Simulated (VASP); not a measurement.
Set up this calculation in VASP 6.6.1, as the native input.

```
Task                   : single point
Functional             : PBEsol
Potentials or basis    : VASP PAW PBE potentials, release 64 (Pb_d, S)
Cutoff                 : 500 eV
k mesh                 : 6 × 6 × 6
Occupations            : fermi-dirac, width 0.02 eV
Spin                   : no spin polarisation
Dipole correction      : no
Further INCAR settings : ALGO = Normal; EDIFF = 1e-06; NBANDS = 17
```

The structure of PbS lies in POSCAR:

```
PbS
1.0
    3.6351320232      0.0000000000      0.0000000000
    0.0000000000      3.6351320232      0.0000000000
    0.0000000000      0.0000000000      3.6351320232
Pb S
1 1
Direct
    0.0000000000      0.0000000000      0.0000000000
    0.5000000000      0.5000000000      0.5000000000
```

These files were run (other wordings do the same):

INCAR

```
PREC = Accurate ; ENCUT = 500
EDIFF = 1E-6 ; ISMEAR = -1
SIGMA = 0.02 ; LREAL = False
LASPH = True ; NELM = 120
ALGO = Normal ; ISIF = 2
LWAVE = False ; LCHARG = False
GGA = PS ; NBANDS = 17
GGA_COMPAT = False
```

KPOINTS

```
regular mesh
0
Gamma
  6 6 6
```

Potentials or basis: VASP PAW PBE potentials, release 64 (Pb_d, S).

Command:

```console
$ cat potpaw_PBE.64/Pb_d/POTCAR potpaw_PBE.64/S/POTCAR > POTCAR
$ mpirun -np 1 vasp_std > vasp.out
```

It gave:

```
Pressure               : -2.5 GPa
Band gap on the k mesh : zero (bands 10 and 11 overlap by 0.65 eV)
```

Caveat: semilocal functionals underestimate gaps, so a narrow gap can read as zero; the PAW data sets were made with another functional, which shifts forces and pressure a little; spin-orbit coupling is left out, which moves the levels of the heavy elements.

Wall time 5.9 s on 1 thread of Intel(R) Xeon(R) 6975P-C (Granite Rapids), on a shared host, peak memory 0.16 GiB.
